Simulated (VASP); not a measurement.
# Lu (P6/mmm) in VASP: a series of runs

Lu is run at these levels: PBE; tasks: single point, relaxation of cell and atoms.

All numbers are computed with VASP 6.6.1; they aren't measurements. Logs are shortened: lines on timing, memory, paths and dates and some standing lists are left out, and cuts for length are marked.

**1. The cell of the first run**

Symmetry: P6/mmm, No. 191, hexagonal system. Conventional cell: a = 5.215 Å, b = 5.215 Å, c = 3.265 Å, α = 90.00°, β = 90.00°, γ = 120.00°. Within 4.3 Å of Lu (site symmetry 6/mmm) lie 14 Lu at 3.27 to 3.43 Å. Lu (site symmetry -6m2) has 11 Lu at 3.01 to 3.43 Å within 4.0 Å.

This isn't the form of Lu at room conditions, which is hcp.

**2. Single point, PBE**

The input, INCAR:

```
PREC = Accurate
ENCUT = 520
EDIFF = 1E-6
ISMEAR = -1
SIGMA = 0.05
LREAL = False
LASPH = True
NELM = 80
ALGO = Normal
ISIF = 2
LWAVE = False
LCHARG = True
GGA = PE
LELF = True
LVHAR = True
NBANDS = 44
```

The input, KPOINTS:

```
regular mesh
0
Gamma
  7 7 10
```

The input, POSCAR:

```
Lu
1.0
    5.2149733256      0.0000000000      0.0000000000
   -2.6074866628      4.5162993800      0.0000000000
    0.0000000000      0.0000000000      3.2654287559
Lu
3
Direct
    0.0000000000      0.0000000000      0.0000000000
    0.3333333333      0.6666666667      0.5000000000
    0.6666666667      0.3333333333      0.5000000000
```

Potentials or basis: VASP PAW PBE potentials, release 64 (Lu).

Launch:

```
> cat potpaw_PBE.64/Lu/POTCAR > POTCAR
> mpirun -np 1 vasp_std > vasp.out
```

OUTCAR:

```text
PREC = Accurate
   ENCUT = 520
   EDIFF = 1E-6
   ISMEAR = -1
   LREAL = False
   LASPH = True
   NELM = 80
   ISIF = 2
   GGA = PE

 ion  position               nearest neighbor table
   1  0.000  0.000  0.000-   2 3.43   3 3.43   2 3.43   3 3.43   2 3.43   2 3.43   3 3.43   3 3.43
                             3 3.43   3 3.43   2 3.43   2 3.43
   2  0.333  0.667  0.500-   3 3.01   3 3.01   3 3.01   1 3.43   1 3.43   1 3.43   1 3.43   1 3.43
                             1 3.43
   3  0.667  0.333  0.500-   2 3.01   2 3.01   2 3.01   1 3.43   1 3.43   1 3.43   1 3.43   1 3.43
                             1 3.43

  LATTYP: Found a hexagonal cell.
 ALAT       =     5.2149733256
 C/A-ratio  =     0.6261640381

  Lattice vectors:

 A1 = (   5.2149733256,   0.0000000000,   0.0000000000)
 A2 = (  -2.6074866628,   4.5162993800,   0.0000000000)
 A3 = (   0.0000000000,   0.0000000000,   3.2654287559)

Analysis of symmetry for initial positions (statically):
=====================================================================
 Subroutine PRICEL returns:
 Original cell was already a primitive cell.

 Routine SETGRP: Setting up the symmetry group for a
 hexagonal supercell.

 Subroutine GETGRP returns: Found 24 space group operations
 (whereof 24 operations were pure point group operations)
 out of a pool of 24 trial point group operations.

The static configuration has the point symmetry D_6h.

Analysis of symmetry for dynamics (positions and initial velocities):
=====================================================================
 Subroutine PRICEL returns:
 Original cell was already a primitive cell.

 Routine SETGRP: Setting up the symmetry group for a
 hexagonal supercell.

 Subroutine GETGRP returns: Found 24 space group operations
 (whereof 24 operations were pure point group operations)
 out of a pool of 24 trial point group operations.

The dynamic configuration has the point symmetry D_6h.

 Subroutine INISYM returns: Found 24 space group operations
 (whereof 24 operations are pure point group operations),
 and found     1 'primitive' translations

----------------------------------------------------------------------------------------

                                     Primitive cell

  volume of cell :      76.9086

  direct lattice vectors                    reciprocal lattice vectors
     5.214973326  0.000000000  0.000000000     0.191755535  0.110710110  0.000000000
    -2.607486663  4.516299380  0.000000000     0.000000000  0.221420219  0.000000000
     0.000000000  0.000000000  3.265428756     0.000000000  0.000000000  0.306238499

  length of vectors
     5.214973326  5.214973326  3.265428756     0.221420219  0.221420219  0.306238499

  position of ions in fractional coordinates (direct lattice)
     0.000000000  0.000000000  0.000000000
     0.333333333  0.666666667  0.500000000
     0.666666667  0.333333333  0.500000000

  ion indices of the primitive-cell ions
   primitive index   ion index
                 1           1
                 2           2
                 3           3

----------------------------------------------------------------------------------------

 KPOINTS: regular mesh

Automatic generation of k-mesh.
 Grid dimensions read from file:
 generate k-points for:    7    7   10

 Generating k-lattice:

  Cartesian coordinates                     Fractional coordinates (reciprocal lattice)
     0.027393648  0.015815730  0.000000000     0.142857143  0.000000000  0.000000000
     0.000000000  0.031631460  0.000000000     0.000000000  0.142857143  0.000000000
     0.000000000  0.000000000  0.030623850     0.000000000  0.000000000  0.100000000

  Length of vectors
     0.031631460  0.031631460  0.030623850

  Shift w.r.t. Gamma in fractional coordinates (k-lattice)
     0.000000000  0.000000000  0.000000000

 Subroutine IBZKPT returns following result:
 ===========================================

 Found     48 irreducible k-points:

 Following reciprocal coordinates:
            Coordinates               Weight
  0.000000  0.000000  0.000000      1.000000
  0.142857  0.000000  0.000000      6.000000
  0.285714  0.000000  0.000000      6.000000
  0.428571  0.000000  0.000000      6.000000
  0.142857  0.142857  0.000000      6.000000
  0.285714  0.142857  0.000000     12.000000
[... 16 lines left out ...]
  0.428571  0.142857  0.200000     12.000000
  0.285714  0.285714  0.200000     12.000000
 [... further k-points ...]
   k-points           NKPTS =     48   k-points in BZ     NKDIM =     48   number of bands    NBANDS=     44
   number of dos      NEDOS =    301   number of ions     NIONS =      3
   total plane-waves  NPLWV =  38400
   dimension x,y,z NGX =    40 NGY =   40 NGZ =   24
   dimension x,y,z NGXF=    80 NGYF=   80 NGZF=   48
   ions per type =               3
   NGX,Y,Z   is equivalent  to a cutoff of  12.75, 12.75, 12.22 a.u.
   NGXF,Y,Z  is equivalent  to a cutoff of  25.50, 25.50, 24.44 a.u.
 SYSTEM =  unknown system
   PREC   = accura    normal or accurate (medium, high low for compatibility)
   ISTART =      0    job   : 0-new  1-cont  2-samecut
   ICHARG =      2    charge: 1-file 2-atom 10-const
   ISPIN  =      1    spin polarized calculation?
   LNONCOLLINEAR =      F non collinear calculations
   LSORBIT =      F    spin-orbit coupling
   LASPH  =      T    aspherical Exc in radial PAW
   ENCUT  =  520.0 eV  38.22 Ry    6.18 a.u.   9.70  9.70  6.07*2*pi/ulx,y,z
   NELM   =     80;   NELMIN=  2; NELMDL= -5     # of ELM steps
   EDIFF  = 0.1E-05   stopping-criterion for ELM
   LREAL  =      F    real-space projection
   EDIFFG = 0.1E-04   stopping-criterion for IOM
   NSW    =      0    number of steps for IOM
   IBRION =     -1    ionic relax: 0-MD 1-quasi-New 2-CG
   NFREE  =      0    steps in history (QN), initial steepest desc. (CG)
   ISIF   =      2    stress and relaxation
   ISYM   =      2    0-nonsym 1-usesym 2-fastsym
   POTIM  = 0.5000    time-step for ionic-motion
   TEBEG  =    0.0;   TEEND  =   0.0 temperature during run
   PSTRESS=    0.0 pullay stress
   NELECT =      75.0000    total number of electrons
   NUPDOWN=      -1.0000    fix difference up-down
   EMIN   =  10.00;   EMAX   =-10.00  energy-range for DOS
   EFERMI =   0.00;   METHOD = LEGACY
   ISMEAR =    -1;   SIGMA  =   0.05  broadening in eV -4-tet -1-fermi 0-gaus
   EFERMI_NEDOS =   21; number of points for ismear=-14 and -15
   IALGO  =     38    algorithm
   IMIX   =      4    mixing-type and parameters
     AMIX     =   0.40;   BMIX     =  1.00
     AMIX_MAG =   1.60;   BMIX_MAG =  1.00
  volume/ion in A,a.u.               =      25.64       173.00
  Fermi-wavevector in a.u.,A,eV,Ry     =   1.623442  3.067861 35.859046  2.635566
  Thomas-Fermi vector in A             =   2.716892
   LORBIT       =      0    0 simple, 1 ext, 2 COOP (PROOUT), +10 PAW based schemes
   GGA     = PE    functional components
   LHFCALC =     F    Hartree Fock is set to
   AEXX    =    0.0000 exact exchange contribution
   IVDW    =     0    specifies the selected vdW correction
   LEPSILON=     F    determine dielectric tensor
   LRPA    =     F    only Hartree local field effects (RPA)
 non-spin polarized calculation
  energy-cutoff  :      520.00
  volume of cell :       76.91
 maximum number of plane-waves:      2089
 NGX is ok and might be reduce to    40
   NGX = 19   NGY = 19   NGZ = 13

 number of electron      75.0000015 magnetization

 Free energy of the ion-electron system (eV)
  ---------------------------------------------------
  ext. energy  EPLUGINS =         0.00000000
  ---------------------------------------------------
  free energy    TOTEN  =       -13.09962743 eV

  energy without entropy =      -13.05814410  energy(sigma->0) =      -13.07888577

 E-fermi :   2.6638     XC(G=0): -11.2887

 val. band max:        2.6635409371   @ k =   0.1429   0.0000   0.0000
 cond. band min:       2.6659193580   @ k =   0.0000   0.0000   0.1000
 fundamental gap:      0.0023784209
 Fermi energy:         2.6638001594

 k-point     1 :       0.0000    0.0000    0.0000
  band No.  band energies     occupation
      1     -53.3006      2.00000
      2     -53.2108      2.00000
      3     -53.0918      2.00000
      4     -24.2960      2.00000
      5     -24.2960      2.00000
      6     -23.9536      2.00000
[... 36 lines left out ...]
     43       5.8927      0.00000
     44       6.4383      0.00000

 k-point     2 :       0.1429    0.0000    0.0000
  band No.  band energies     occupation
      1     -53.2964      2.00000
      2     -53.2146      2.00000
      3     -53.0922      2.00000
      4     -24.3301      2.00000
      5     -24.2977      2.00000
      6     -23.9082      2.00000
[... 36 lines left out ...]
     43       5.8889      0.00000
     44       6.0141      0.00000

 k-point     3 :       0.2857    0.0000    0.0000
  band No.  band energies     occupation
      1     -53.2852      2.00000
      2     -53.2250      2.00000
      3     -53.0932      2.00000
      4     -24.3893      2.00000
      5     -24.2652      2.00000
      6     -23.8165      2.00000
[... 36 lines left out ...]
     43       5.4584      0.00000
     44       5.9016      0.00000

 k-point     4 :       0.4286    0.0000    0.0000
  band No.  band energies     occupation
      1     -53.2719      2.00000
      2     -53.2376      2.00000
      3     -53.0940      2.00000
      4     -24.4273      2.00000
      5     -24.1815      2.00000
      6     -23.9012      2.00000
[... 882 lines left out ...]
     43       4.9552      0.00000
     44       6.0755      0.00000

 k-point    23 :       0.4286    0.1429    0.2000
  band No.  band energies     occupation
      1     -53.2589      2.00000
      2     -53.2359      2.00000
      3     -53.0872      2.00000
      4     -24.3811      2.00000
      5     -24.1504      2.00000
      6     -23.9919      2.00000
[... 36 lines left out ...]
     43       4.9253      0.00000
     44       6.0026      0.00000

 k-point    24 :       0.2857    0.2857    0.2000
  band No.  band energies     occupation
      1     -53.2554      2.00000
      2     -53.2393      2.00000
      3     -53.0873      2.00000
      4     -24.3751      2.00000
      5     -24.1321      2.00000
      6     -24.0122      2.00000
[... 36 lines left out ...]
     43       5.1345      0.00000
     44       5.6200      0.00000

 [... further k-points ...]

------------------------ aborting loop because EDIFF is reached ----------------------------------------

  FORCE on cell =-STRESS in cart. coord.  units (eV):
  Direction    XX          YY          ZZ          XY          YZ          ZX
  --------------------------------------------------------------------------------------
  -------------------------------------------------------------------------------------
  Total        3.5550239      3.5550239      3.5071703     -0.0000000      0.0000000      0.0000000
  in kB       74.0590406     74.0590406     73.0621441     -0.0000000      0.0000000      0.0000000
  external PRESSURE =      73.7267418 kB  Pullay stress =       0.0000000 kB

 VOLUME and BASIS-vectors are now :
 -----------------------------------------------------------------------------
  energy-cutoff  :      520.00
  volume of cell :       76.91
      direct lattice vectors                 reciprocal lattice vectors
     5.214973326  0.000000000  0.000000000     0.191755535  0.110710110  0.000000000
    -2.607486663  4.516299380  0.000000000     0.000000000  0.221420219  0.000000000
     0.000000000  0.000000000  3.265428756     0.000000000  0.000000000  0.306238499

 POSITION                                       TOTAL-FORCE (eV/Angst)
 -----------------------------------------------------------------------------------
      0.00000      0.00000      0.00000        -0.000000      0.000000      0.000000
     -0.00000      3.01087      1.63271        -0.000000      0.000000      0.000000
      2.60749      1.50543      1.63271         0.000000     -0.000000      0.000000
 -----------------------------------------------------------------------------------
    total drift:                               -0.000000      0.000000      0.000000

  FREE ENERGIE OF THE ION-ELECTRON SYSTEM (eV)
  ---------------------------------------------------
  free  energy   TOTEN  =       -13.0996274338 eV

  energy  without entropy=      -13.0581441000  energy(sigma->0) =      -13.07888577
```

Run time: 4.4 min. Hardware: 1 thread of Oxide Virtual Turin-like, shared host; peak memory 0.24 GiB.

What came out:

```yaml
Free_energy: -13.0996 eV
Pressure: 7.4 GPa
Band_gap_on_the_k_mesh: zero (an odd number of electrons rules out a gap without spin polarisation)
```

Levels at points of the mesh, in eV from the Fermi level:
```tsv
k point	band 34	band 35	band 36	band 37	band 38	band 39	band 40	band 41	band 42	band 43
(0.00, 0.00, 0.00)	-4.50	-1.35	0.10	0.10	0.16	0.16	0.31	2.30	3.23	3.23
(0.00, 0.00, 0.50)	-2.56	-1.60	-1.38	-1.38	-0.81	-0.81	2.22	2.22	2.85	2.85
```

Caveat: the cell stands under pressure; spin-orbit coupling is left out, which moves the levels of the heavy elements.

(Continued in part 2 of 2.)
